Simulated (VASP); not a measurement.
# RbNbP2 (P-3m1) in VASP: a series of runs

The runs below take RbNbP2 through single point, relaxation of cell and atoms, with PBE.

Program: VASP 6.6.1. These are calculated values, not measurements. Logs are shortened: lines on timing, memory, paths and dates and some standing lists are left out, and cuts for length are marked.

## (1) The cell of the first run

Symmetry: P-3m1, No. 164, trigonal system. Conventional cell: a = 3.616 Å, b = 3.616 Å, c = 8.210 Å, α = 90.00°, β = 90.00°, γ = 120.00°. Rb (site symmetry -3m) has 6 P at 3.35 Å and 6 Rb at 3.62 Å and 2 Nb at 4.11 Å within 4.4 Å. Nb (site symmetry -3m) has 6 P at 2.56 Å within 3.4 Å. P (site symmetry 3m) has 3 Nb at 2.56 Å and 3 Rb at 3.35 Å within 3.4 Å.

## (2) Single point, PBE

File INCAR:

```
SYSTEM = RbNbP2
  PREC = Accurate
  ENCUT = 520
  EDIFF = 1E-6
  ISMEAR = 0
  SIGMA = 0.1
  LREAL = .False.
  LASPH = .True.
  NELM = 80
  ALGO = Normal
  ISIF = 2
  LWAVE = .False.
  LCHARG = .False.
  GGA = PE
  NBANDS = 24
```

File KPOINTS:

```
regular mesh
0
Gamma
  6 6 2
  0 0 0
```

File POSCAR:

```
RbNbP2
1.0
    3.6159874948      0.0000000000      0.0000000000
   -1.8079937474      3.1315370303      0.0000000000
    0.0000000000      0.0000000000      8.2103528012
Rb Nb P
1 1 2
Direct
    0.0000000000      0.0000000000      0.0000000000
    0.0000000000      0.0000000000      0.5000000000
    0.3333333333      0.6666666667      0.6802375838
    0.6666666667      0.3333333333      0.3197624162
```

Potentials or basis: VASP PAW PBE potentials, release 64 (Rb_sv, Nb_sv, P).

Launch:

```console
> cat potpaw_PBE.64/Rb_sv/POTCAR potpaw_PBE.64/Nb_sv/POTCAR potpaw_PBE.64/P/POTCAR > POTCAR
> mpirun -np 1 vasp_std > vasp.out
```

OUTCAR:

```text
SYSTEM = RbNbP2
   PREC = Accurate
   ENCUT = 520
   EDIFF = 1E-6
   ISMEAR = 0
   LREAL = .False.
   LASPH = .True.
   NELM = 80
   ISIF = 2
   GGA = PE

 ion  position               nearest neighbor table
   1  0.000  0.000  0.000-   3 3.35   4 3.35   4 3.35   3 3.35   4 3.35   3 3.35   2 4.11   2 4.11

   2  0.000  0.000  0.500-   3 2.56   4 2.56   4 2.56   3 2.56   4 2.56   3 2.56   1 4.11   1 4.11

   3  0.333  0.667  0.680-   2 2.56   2 2.56   2 2.56   1 3.35   1 3.35   1 3.35
   4  0.667  0.333  0.320-   2 2.56   2 2.56   2 2.56   1 3.35   1 3.35   1 3.35

  LATTYP: Found a hexagonal cell.
 ALAT       =     3.6159874948
 C/A-ratio  =     2.2705700208

  Lattice vectors:

 A1 = (   3.6159874948,   0.0000000000,   0.0000000000)
 A2 = (  -1.8079937474,   3.1315370303,   0.0000000000)
 A3 = (   0.0000000000,   0.0000000000,   8.2103528012)

Analysis of symmetry for initial positions (statically):
=====================================================================
 Subroutine PRICEL returns:
 Original cell was already a primitive cell.

 Routine SETGRP: Setting up the symmetry group for a
 hexagonal supercell.

 Subroutine GETGRP returns: Found 12 space group operations
 (whereof 12 operations were pure point group operations)
 out of a pool of 24 trial point group operations.

The static configuration has the point symmetry D_3d.

Analysis of symmetry for dynamics (positions and initial velocities):
=====================================================================
 Subroutine PRICEL returns:
 Original cell was already a primitive cell.

 Routine SETGRP: Setting up the symmetry group for a
 hexagonal supercell.

 Subroutine GETGRP returns: Found 12 space group operations
 (whereof 12 operations were pure point group operations)
 out of a pool of 24 trial point group operations.

The dynamic configuration has the point symmetry D_3d.

 Subroutine INISYM returns: Found 12 space group operations
 (whereof 12 operations are pure point group operations),
 and found     1 'primitive' translations

----------------------------------------------------------------------------------------

                                     Primitive cell

  volume of cell :      92.9707

  direct lattice vectors                    reciprocal lattice vectors
     3.615987495  0.000000000  0.000000000     0.276549629  0.159666003  0.000000000
    -1.807993747  3.131537030  0.000000000     0.000000000  0.319332005  0.000000000
     0.000000000  0.000000000  8.210352801     0.000000000  0.000000000  0.121797446

  length of vectors
     3.615987495  3.615987495  8.210352801     0.319332005  0.319332005  0.121797446

  position of ions in fractional coordinates (direct lattice)
     0.000000000  0.000000000  0.000000000
     0.000000000  0.000000000  0.500000000
     0.333333333  0.666666667  0.680237584
     0.666666667  0.333333333  0.319762416

  ion indices of the primitive-cell ions
   primitive index   ion index
                 1           1
                 2           2
                 3           3
                 4           4

----------------------------------------------------------------------------------------

 KPOINTS: regular mesh

Automatic generation of k-mesh.
 Grid dimensions read from file:
 generate k-points for:    6    6    2

 Generating k-lattice:

  Cartesian coordinates                     Fractional coordinates (reciprocal lattice)
     0.046091605  0.026611000  0.000000000     0.166666667 -0.000000000  0.000000000
     0.000000000  0.053222001  0.000000000     0.000000000  0.166666667  0.000000000
     0.000000000  0.000000000  0.060898723     0.000000000  0.000000000  0.500000000

  Length of vectors
     0.053222001  0.053222001  0.060898723

  Shift w.r.t. Gamma in fractional coordinates (k-lattice)
     0.000000000  0.000000000  0.000000000

 Subroutine IBZKPT returns following result:
 ===========================================

 Found     14 irreducible k-points:

 Following reciprocal coordinates:
            Coordinates               Weight
  0.000000  0.000000  0.000000      1.000000
  0.166667  0.000000  0.000000      6.000000
  0.333333  0.000000  0.000000      6.000000
  0.500000  0.000000  0.000000      3.000000
  0.166667  0.166667  0.000000      6.000000
  0.333333  0.166667  0.000000     12.000000
  0.333333  0.333333  0.000000      2.000000
  0.000000  0.000000  0.500000      1.000000
  0.166667  0.000000  0.500000      6.000000
  0.333333  0.000000  0.500000      6.000000
  0.500000  0.000000  0.500000      3.000000
  0.166667  0.166667  0.500000      6.000000
  0.333333  0.166667  0.500000     12.000000
  0.333333  0.333333  0.500000      2.000000
   k-points           NKPTS =     14   k-points in BZ     NKDIM =     14   number of bands    NBANDS=     24
   number of dos      NEDOS =    301   number of ions     NIONS =      4
   total plane-waves  NPLWV =  50176
   dimension x,y,z NGX =    28 NGY =   28 NGZ =   64
   dimension x,y,z NGXF=    56 NGYF=   56 NGZF=  128
   ions per type =               1   1   2
   NGX,Y,Z   is equivalent  to a cutoff of  12.87, 12.87, 12.96 a.u.
   NGXF,Y,Z  is equivalent  to a cutoff of  25.75, 25.75, 25.92 a.u.
 SYSTEM =  RbNbP2
   PREC   = accura    normal or accurate (medium, high low for compatibility)
   ISTART =      0    job   : 0-new  1-cont  2-samecut
   ICHARG =      2    charge: 1-file 2-atom 10-const
   ISPIN  =      1    spin polarized calculation?
   LNONCOLLINEAR =      F non collinear calculations
   LSORBIT =      F    spin-orbit coupling
   LASPH  =      T    aspherical Exc in radial PAW
   ENCUT  =  520.0 eV  38.22 Ry    6.18 a.u.   6.72  6.72 15.27*2*pi/ulx,y,z
   NELM   =     80;   NELMIN=  2; NELMDL= -5     # of ELM steps
   EDIFF  = 0.1E-05   stopping-criterion for ELM
   LREAL  =      F    real-space projection
   EDIFFG = 0.1E-04   stopping-criterion for IOM
   NSW    =      0    number of steps for IOM
   IBRION =     -1    ionic relax: 0-MD 1-quasi-New 2-CG
   NFREE  =      0    steps in history (QN), initial steepest desc. (CG)
   ISIF   =      2    stress and relaxation
   ISYM   =      2    0-nonsym 1-usesym 2-fastsym
   POTIM  = 0.5000    time-step for ionic-motion
   TEBEG  =    0.0;   TEEND  =   0.0 temperature during run
   PSTRESS=    0.0 pullay stress
   NELECT =      32.0000    total number of electrons
   NUPDOWN=      -1.0000    fix difference up-down
   EMIN   =  10.00;   EMAX   =-10.00  energy-range for DOS
   EFERMI =   0.00;   METHOD = LEGACY
   ISMEAR =     0;   SIGMA  =   0.10  broadening in eV -4-tet -1-fermi 0-gaus
   EFERMI_NEDOS =   21; number of points for ismear=-14 and -15
   IALGO  =     38    algorithm
   IMIX   =      4    mixing-type and parameters
     AMIX     =   0.40;   BMIX     =  1.00
     AMIX_MAG =   1.60;   BMIX_MAG =  1.00
  volume/ion in A,a.u.               =      23.24       156.85
  Fermi-wavevector in a.u.,A,eV,Ry     =   1.147298  2.168078 17.909235  1.316292
  Thomas-Fermi vector in A             =   2.283978
   LORBIT       =      0    0 simple, 1 ext, 2 COOP (PROOUT), +10 PAW based schemes
   GGA     = PE    functional components
   LHFCALC =     F    Hartree Fock is set to
   AEXX    =    0.0000 exact exchange contribution
   IVDW    =     0    specifies the selected vdW correction
   LEPSILON=     F    determine dielectric tensor
   LRPA    =     F    only Hartree local field effects (RPA)
 non-spin polarized calculation
 Gauss-broadening in eV      SIGMA  =   0.10
  energy-cutoff  :      520.00
  volume of cell :       92.97
 maximum number of plane-waves:      2527
 NGX is ok and might be reduce to    28
   NGX = 13   NGY = 13   NGZ = 31

 number of electron      32.0000001 magnetization

 Free energy of the ion-electron system (eV)
  ---------------------------------------------------
  ext. energy  EPLUGINS =         0.00000000
  ---------------------------------------------------
  free energy    TOTEN  =       -23.51267288 eV

  energy without entropy =      -23.49702458  energy(sigma->0) =      -23.50484873

 E-fermi :   5.1797     XC(G=0):  -9.7131

 val. band max:        5.1505695941   @ k =   0.1667   0.0000   0.0000
 cond. band min:       5.2036071322   @ k =   0.3333   0.0000   0.0000
 fundamental gap:      0.0530375381
 Fermi energy:         5.1796740062

 k-point     1 :       0.0000    0.0000    0.0000
  band No.  band energies     occupation
      1     -50.0907      2.00000
      2     -26.1130      2.00000
      3     -26.0760      2.00000
      4     -26.0760      2.00000
      5     -22.6300      2.00000
      6      -6.9357      2.00000
[... 16 lines left out ...]
     23      10.7294      0.00000
     24      11.7072      0.00000

 k-point     2 :       0.1667    0.0000    0.0000
  band No.  band energies     occupation
      1     -50.0878      2.00000
      2     -26.1170      2.00000
      3     -26.1056      2.00000
      4     -26.0856      2.00000
      5     -22.5881      2.00000
      6      -6.8222      2.00000
[... 16 lines left out ...]
     23      10.5160      0.00000
     24      11.7866      0.00000

 k-point     3 :       0.3333    0.0000    0.0000
  band No.  band energies     occupation
      1     -50.0819      2.00000
      2     -26.1978      2.00000
      3     -26.1046      2.00000
      4     -26.0910      2.00000
      5     -22.5027      2.00000
      6      -7.2593      2.00000
[... 16 lines left out ...]
     23      10.6386      0.00000
     24      11.2471      0.00000
[... 244 lines left out ...]
 k-point    13 :       0.3333    0.1667    0.5000
  band No.  band energies     occupation
      1     -50.0790      2.00000
      2     -26.2170      2.00000
      3     -26.1352      2.00000
      4     -26.0836      2.00000
      5     -22.4591      2.00000
      6      -7.3966      2.00000
[... 16 lines left out ...]
     23      10.6073      0.00000
     24      11.3114      0.00000

 k-point    14 :       0.3333    0.3333    0.5000
  band No.  band energies     occupation
      1     -50.0775      2.00000
      2     -26.1886      2.00000
      3     -26.1886      2.00000
      4     -26.0801      2.00000
      5     -22.4372      2.00000
      6      -7.1585      2.00000
[... 16 lines left out ...]
     23      10.3880      0.00000
     24      12.1295      0.00000

------------------------ aborting loop because EDIFF is reached ----------------------------------------

  FORCE on cell =-STRESS in cart. coord.  units (eV):
  Direction    XX          YY          ZZ          XY          YZ          ZX
  --------------------------------------------------------------------------------------
  -------------------------------------------------------------------------------------
  Total       -0.0556409     -0.0556409     -0.0689842     -0.0000000      0.0000000      0.0000000
  in kB       -0.9588674     -0.9588674     -1.1888143     -0.0000000      0.0000000      0.0000000
  external PRESSURE =      -1.0355164 kB  Pullay stress =       0.0000000 kB

 VOLUME and BASIS-vectors are now :
 -----------------------------------------------------------------------------
  energy-cutoff  :      520.00
  volume of cell :       92.97
      direct lattice vectors                 reciprocal lattice vectors
     3.615987495  0.000000000  0.000000000     0.276549629  0.159666003  0.000000000
    -1.807993747  3.131537030  0.000000000     0.000000000  0.319332005  0.000000000
     0.000000000  0.000000000  8.210352801     0.000000000  0.000000000  0.121797446

 POSITION                                       TOTAL-FORCE (eV/Angst)
 -----------------------------------------------------------------------------------
      0.00000      0.00000      0.00000         0.000000      0.000000      0.000000
      0.00000      0.00000      4.10518         0.000000      0.000000      0.000000
     -0.00000      2.08769      5.58499        -0.000000      0.000000     -0.019039
      1.80799      1.04385      2.62536         0.000000      0.000000      0.019039
 -----------------------------------------------------------------------------------
    total drift:                               -0.000000      0.000000     -0.000000

  FREE ENERGIE OF THE ION-ELECTRON SYSTEM (eV)
  ---------------------------------------------------
  free  energy   TOTEN  =       -23.5126728793 eV

  energy  without entropy=      -23.4970245773  energy(sigma->0) =      -23.50484873
```

It took 42 s on 1 thread of Oxide Virtual Turin-like, shared host; peak memory 0.19 GiB.

Results:

| Item | Value |
| --- | --- |
| Free energy | -23.5127 eV |
| Pressure | -0.1 GPa |
| Largest force | 0.019 eV/Å |
| Band gap on the k mesh | zero (bands 16 and 17 overlap by 0.39 eV) |

Forces on the atoms (eV/Å):
```
Rb   0.000  0.000  0.000
Nb   0.000  0.000  0.000
P    0.000  0.000 -0.019
P    0.000  0.000  0.019
```

Levels at points of the mesh, in eV from the Fermi level:
```tsv
k point	band 12	band 13	band 14	band 15	band 16	band 17	band 18	band 19	band 20	band 21
(0.00, 0.00, 0.00)	-2.47	-2.47	-0.19	0.20	0.34	0.34	1.40	1.40	2.97	4.38
(0.50, 0.00, 0.00)	-2.78	-2.72	-2.28	-0.94	-0.32	-0.05	1.82	2.11	2.44	4.37
(0.00, 0.00, 0.50)	-2.47	-2.47	-1.41	0.34	0.34	1.28	1.31	1.31	2.39	4.90
(0.50, 0.00, 0.50)	-3.04	-2.39	-2.25	-1.50	-0.15	0.03	1.83	2.38	2.41	4.84
```

Caveat: the k points lie up to 0.38 Å⁻¹ apart.

## (3) Single point, PBE

This run uses another cell than the first one, of 37.08 Å³/atom.

File INCAR:

```
ALGO = Normal
EDIFF = 1E-6
ENCUT = 520
GGA = PE
ISIF = 2
ISMEAR = 0
LASPH = T
LCHARG = T
LELF = T
LREAL = F
LVHAR = T
LWAVE = F
NBANDS = 24
NELM = 80
PREC = Accurate
SIGMA = 0.1
```

File KPOINTS:

```
k-points
0
Gamma
  6 6 2
```

File POSCAR:

```
RbNbP2
1.0
    4.7816684400      0.0000000000      0.0000000000
   -2.3908342200      4.1410463400      0.0000000000
    0.0000000000      0.0000000000      7.4911304300
Rb Nb P
1 1 2
Direct
    0.0000000000      0.0000000000      0.0000000000
    0.0000000000      0.0000000000      0.5000000000
    0.3333333300      0.6666666700      0.6219730000
    0.6666666700      0.3333333300      0.3780270000
```

Potentials or basis: VASP PAW PBE potentials, release 64 (Rb_sv, Nb_sv, P).

Launch:

```console
> cat potpaw_PBE.64/Rb_sv/POTCAR potpaw_PBE.64/Nb_sv/POTCAR potpaw_PBE.64/P/POTCAR > POTCAR
> mpirun -np 1 vasp_std > vasp.out
```

Run time: 90 s. Hardware: 1 thread of Oxide Virtual Turin-like, shared host; peak memory 0.24 GiB.

Results (log left out):

| Property | Result |
| --- | --- |
| Free energy | -19.9488 eV |
| Pressure | -10.1 GPa |
| Largest force | 0.829 eV/Å |
| Band gap on the k mesh | zero (bands 16 and 17 overlap by 0.14 eV) |

Forces on the atoms (eV/Å):
```
Rb   0.000  0.000  0.000
Nb   0.000  0.000  0.000
P    0.000  0.000 -0.829
P    0.000  0.000  0.829
```

Stress tensor (GPa, compression positive):
```
-13.69   0.00   0.00
  0.00 -13.69   0.00
  0.00   0.00  -2.96
```

Levels at points of the mesh, in eV from the Fermi level:
```csv
k point,band 14,band 15,band 16,band 17,band 18,band 19
"(0.00, 0.00, 0.00)",-0.49,0.04,0.04,0.05,0.05,0.49
"(0.50, 0.00, 0.00)",-1.70,-1.37,-0.19,0.22,0.30,0.68
"(0.00, 0.00, 0.50)",-1.12,-0.01,-0.01,0.07,0.07,0.77
"(0.50, 0.00, 0.50)",-1.67,-1.16,0.03,0.14,0.31,0.74
```

Caveat: the k points lie up to 0.42 Å⁻¹ apart.

(Part 1 of 2 ends here.)

The gap in the log of VASP goes by the Fermi energy; the results here count the filled bands.